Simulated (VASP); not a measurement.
# TePb (Fm-3m) in VASP: a series of runs, part 2 of 2

VASP 6.6.1.

## Step 3: Elastic constants, LDA

This run uses another cell than the first one, of 32.49 Å³/atom.

The input, INCAR:

```
SYSTEM = TePb
PREC = Accurate
ENCUT = 600
EDIFF = 1E-8
ISMEAR = 0
SIGMA = 0.01
LREAL = .FALSE.
LASPH = .TRUE.
NELM = 80
ALGO = Normal
ISIF = 3
LWAVE = .FALSE.
LCHARG = .FALSE.
NBANDS = 17
IBRION = 6
NFREE = 2
POTIM = 0.015
NSW = 1
```

The input, KPOINTS:

```
regular mesh
0
G
  6 6 6
  0 0 0
```

The input, POSCAR:

```
TePb
1.0
    0.0000000000      3.1908987395      3.1908987395
    3.1908987395      0.0000000000      3.1908987395
    3.1908987395      3.1908987395      0.0000000000
Te Pb
1 1
Direct
    0.5000000000      0.5000000000      0.5000000000
    0.0000000000      0.0000000000      0.0000000000
```

Potentials or basis: VASP PAW LDA potentials, release 64 (Te, Pb_d).

The run is started by

```sh
$ cat potpaw_LDA.64/Te/POTCAR potpaw_LDA.64/Pb_d/POTCAR > POTCAR
$ mpirun -np 1 vasp_std > vasp.out
```

OUTCAR:

```text
SYSTEM = TePb
   PREC = Accurate
   ENCUT = 600
   EDIFF = 1E-8
   ISMEAR = 0
   LREAL = .FALSE.
   LASPH = .TRUE.
   NELM = 80
   ISIF = 3
   IBRION = 6
   NFREE = 2
   POTIM = 0.015
   NSW = 1

 ion  position               nearest neighbor table
   1  0.500  0.500  0.500-   2 3.19   2 3.19   2 3.19   2 3.19   2 3.19   2 3.19
   2  0.000  0.000  0.000-   1 3.19   1 3.19   1 3.19   1 3.19   1 3.19   1 3.19

  LATTYP: Found a face centered cubic cell.
 ALAT       =     6.3817974790

  Lattice vectors:

 A1 = (   0.0000000000,   3.1908987395,   3.1908987395)
 A2 = (   3.1908987395,   0.0000000000,   3.1908987395)
 A3 = (   3.1908987395,   3.1908987395,   0.0000000000)

Analysis of symmetry for initial positions (statically):
=====================================================================
 Subroutine PRICEL returns:
 Original cell was already a primitive cell.

 Routine SETGRP: Setting up the symmetry group for a
 face centered cubic supercell.

 Subroutine GETGRP returns: Found 48 space group operations
 (whereof 48 operations were pure point group operations)
 out of a pool of 48 trial point group operations.

The static configuration has the point symmetry O_h .

Analysis of symmetry for dynamics (positions and initial velocities):
=====================================================================
 Subroutine PRICEL returns:
 Original cell was already a primitive cell.

 Routine SETGRP: Setting up the symmetry group for a
 face centered cubic supercell.

 Subroutine GETGRP returns: Found 48 space group operations
 (whereof 48 operations were pure point group operations)
 out of a pool of 48 trial point group operations.

The dynamic configuration has the point symmetry O_h .

 Subroutine INISYM returns: Found 48 space group operations
 (whereof 48 operations are pure point group operations),
 and found     1 'primitive' translations

----------------------------------------------------------------------------------------

                                     Primitive cell

  volume of cell :      64.9784

  direct lattice vectors                    reciprocal lattice vectors
     0.000000000  3.190898740  3.190898740    -0.156695665  0.156695665  0.156695665
     3.190898740  0.000000000  3.190898740     0.156695665 -0.156695665  0.156695665
     3.190898740  3.190898740  0.000000000     0.156695665  0.156695665 -0.156695665

  length of vectors
     4.512612274  4.512612274  4.512612274     0.271404853  0.271404853  0.271404853

  position of ions in fractional coordinates (direct lattice)
     0.500000000  0.500000000  0.500000000
     0.000000000  0.000000000  0.000000000

  ion indices of the primitive-cell ions
   primitive index   ion index
[... 223 lines left out ...]

 number of electron      19.9999999 magnetization

------------------------ aborting loop because EDIFF is reached ----------------------------------------
[... 67 lines left out ...]
--------------------------------------- Ionic step       17  -------------------------------------------

 number of electron      20.0000000 magnetization

 Free energy of the ion-electron system (eV)
  ---------------------------------------------------
  ext. energy  EPLUGINS =         0.00000000
  ---------------------------------------------------
  free energy    TOTEN  =        -8.77567649 eV

  energy without entropy =       -8.77567649  energy(sigma->0) =       -8.77567649

 E-fermi :   5.9960     XC(G=0):  -9.7398

 val. band max:        5.9197454919   @ k =   0.5000   0.0000   0.0000
 cond. band min:       6.4767380617   @ k =   0.5000   0.0000   0.0000
 fundamental gap:      0.5569925698
 Fermi energy:         5.9959629982

 k-point     1 :       0.0000    0.0000    0.0000
  band No.  band energies     occupation
      1     -10.8282      2.00000
      2     -10.8282      2.00000
      3     -10.8112      2.00000
      4     -10.8112      2.00000
      5     -10.8112      2.00000
      6      -6.4609      2.00000
[... 457 lines left out ...]
      4     -10.7939      2.00000
      5     -10.7875      2.00000
      6      -4.5915      2.00000
[... 9 lines left out ...]
     16      14.1974      0.00000
     17      16.2928      0.00000

 [... further k-points ...]

------------------------ aborting loop because EDIFF is reached ----------------------------------------

  FORCE on cell =-STRESS in cart. coord.  units (eV):
  Direction    XX          YY          ZZ          XY          YZ          ZX
  --------------------------------------------------------------------------------------
  -------------------------------------------------------------------------------------
  Total        0.0433696      0.0392707      0.0392707     -0.0000000     -0.0000000      0.0000000
  in kB        1.0693683      0.9683003      0.9683003     -0.0000000     -0.0000000      0.0000000
  external PRESSURE =       1.0019896 kB  Pullay stress =       0.0000000 kB
[... 17 lines left out ...]
  FREE ENERGIE OF THE ION-ELECTRON SYSTEM (eV)
  ---------------------------------------------------
  free  energy   TOTEN  =        -8.7756764901 eV

  energy  without entropy=       -8.7756764901  energy(sigma->0) =       -8.77567649

 INTERNAL STRAIN TENSORS FROM STRAINED CELLS
 ============================================

 INTERNAL STRAIN TENSOR FOR ION    1 for displacements in x,y,z  (eV/Angst):
          X           Y           Z          XY          YZ          ZX
  --------------------------------------------------------------------------------
  x    -0.00000     0.00000    -0.00000    -0.00000    -0.00000     0.00000
  y     0.00000     0.00000    -0.00000    -0.00000     0.00000     0.00000
  z    -0.00000     0.00000    -0.00000     0.00000    -0.00000     0.00000

 INTERNAL STRAIN TENSORS FROM DISPLACED ATOMS
 ============================================

 INTERNAL STRAIN TENSOR FOR ION    1 for displacements in x,y,z  (eV/Angst):
          X           Y           Z          XY          YZ          ZX
  --------------------------------------------------------------------------------
  x     0.00000     0.00000     0.00000     0.00000     0.00000     0.00000
  y     0.00000     0.00000     0.00000     0.00000     0.00000     0.00000
  z     0.00000     0.00000     0.00000     0.00000     0.00000     0.00000

 INTERNAL STRAIN TENSOR FOR ION    2 for displacements in x,y,z  (eV/Angst):
          X           Y           Z          XY          YZ          ZX
  --------------------------------------------------------------------------------
  x     0.00000     0.00000     0.00000     0.00000     0.00000     0.00000
  y     0.00000     0.00000     0.00000     0.00000     0.00000     0.00000
  z     0.00000     0.00000     0.00000     0.00000     0.00000     0.00000

 Eigenvectors and eigenvalues of the dynamical matrix
 ----------------------------------------------------

   1 f  =    1.070481 THz     6.726032 2PiTHz   35.707412 cm-1     4.427153 meV
             X         Y         Z           dx          dy          dz
      3.190899  3.190899  3.190899     0.000000    0.785177    0.000000
      0.000000  0.000000  0.000000     0.000000   -0.619272    0.000000
[... 21 lines left out ...]
   6 f/i=    0.002615 THz     0.016432 2PiTHz    0.087236 cm-1     0.010816 meV
             X         Y         Z           dx          dy          dz
      3.190899  3.190899  3.190899     0.000000    0.000000   -0.619272
      0.000000  0.000000  0.000000     0.000000    0.000000   -0.785177

--------------------------------------------------------------------------------------------------------

 ELASTIC MODULI CONTR FROM IONIC RELAXATION (kBar)
 Direction    XX          YY          ZZ          XY          YZ          ZX
 --------------------------------------------------------------------------------
 XX           0.0000      0.0000      0.0000      0.0000      0.0000      0.0000
 YY           0.0000      0.0000      0.0000      0.0000      0.0000      0.0000
 ZZ           0.0000      0.0000      0.0000      0.0000      0.0000      0.0000
 XY           0.0000      0.0000      0.0000      0.0000      0.0000      0.0000
 YZ           0.0000      0.0000      0.0000      0.0000      0.0000      0.0000
 ZX           0.0000      0.0000      0.0000      0.0000      0.0000      0.0000
 --------------------------------------------------------------------------------

 TOTAL ELASTIC MODULI (kBar)
 Direction    XX          YY          ZZ          XY          YZ          ZX
 --------------------------------------------------------------------------------
 XX        1386.9823     54.5841     54.5841     -0.0000      0.0000      0.0000
 YY          54.5841   1386.9823     54.5841      0.0000      0.0000      0.0000
 ZZ          54.5841     54.5841   1386.9823     -0.0000      0.0000      0.0000
 XY          -0.0000      0.0000     -0.0000    156.9328      0.0000      0.0000
 YZ           0.0000      0.0000      0.0000      0.0000    156.9328      0.0000
 ZX           0.0000      0.0000      0.0000      0.0000      0.0000    156.9328
 --------------------------------------------------------------------------------
```

stdout:

```text
POSCAR found type information on POSCAR TePb
 POSCAR found :  2 types and       2 ions
 scaLAPACK will be used
 LDA part: xc-table for (Slater(with rela. corr.)+CA(PZ))
 , standard interpolation
 POSCAR, INCAR and KPOINTS ok, starting setup
 FFT: planning ... GRIDC
 FFT: planning ... GRID_SOFT
 FFT: planning ... GRID
 WAVECAR not read
 entering main loop
 Found     2 degrees of freedom:
 Adding 6 more for cell shape distortion
 Finite differences POTIM= 0.01500 DOF=   8
 bond charge predicted
 Finite differences progress:
 bond charge predicted
 Finite differences progress:
 bond charge predicted
 Finite differences progress:
 bond charge predicted
 Finite differences progress:
 bond charge predicted
 Finite differences progress:
 bond charge predicted
 Finite differences progress:
 bond charge predicted
 Finite differences progress:
 bond charge predicted
 Finite differences progress:
 bond charge predicted
 Finite differences progress:
 bond charge predicted
 Finite differences progress:
 bond charge predicted
 Finite differences progress:
 bond charge predicted
 Finite differences progress:
 bond charge predicted
 Finite differences progress:
 bond charge predicted
 Finite differences progress:
 bond charge predicted
 Finite differences progress:
 bond charge predicted
 Finite differences progress:
```

Run time: 4.9 min. Hardware: 1 thread of Intel Xeon 6975P-C (Granite Rapids), shared host; peak memory 0.27 GiB.

What came out:

- Elastic constants C11, C12, C44: 139, 5, 16 GPa
- Voigt bulk modulus: 50 GPa
- Highest phonon frequency at Γ, LO-TO splitting left out: 36 cm⁻¹

Phonon frequencies in cm⁻¹ (negative: imaginary):
| q point | frequencies |
| --- | --- |
| (0.000, 0.000, 0.000) | 0 0 0 36 36 36 |

Elastic tensor in Voigt notation (GPa, in the Cartesian axes of the cell as first typed):
```
139   5   5   0   0   0
  5 139   5   0   0   0
  5   5 139   0   0   0
  0   0   0  16   0   0
  0   0   0   0  16   0
  0   0   0   0   0  16
```

Clamped-ion elastic tensor (GPa):
```
139   5   5   0   0   0
  5 139   5   0   0   0
  5   5 139   0   0   0
  0   0   0  16   0   0
  0   0   0   0  16   0
  0   0   0   0   0  16
```

Caveat: spin-orbit coupling is left out, which moves the levels of the heavy elements.
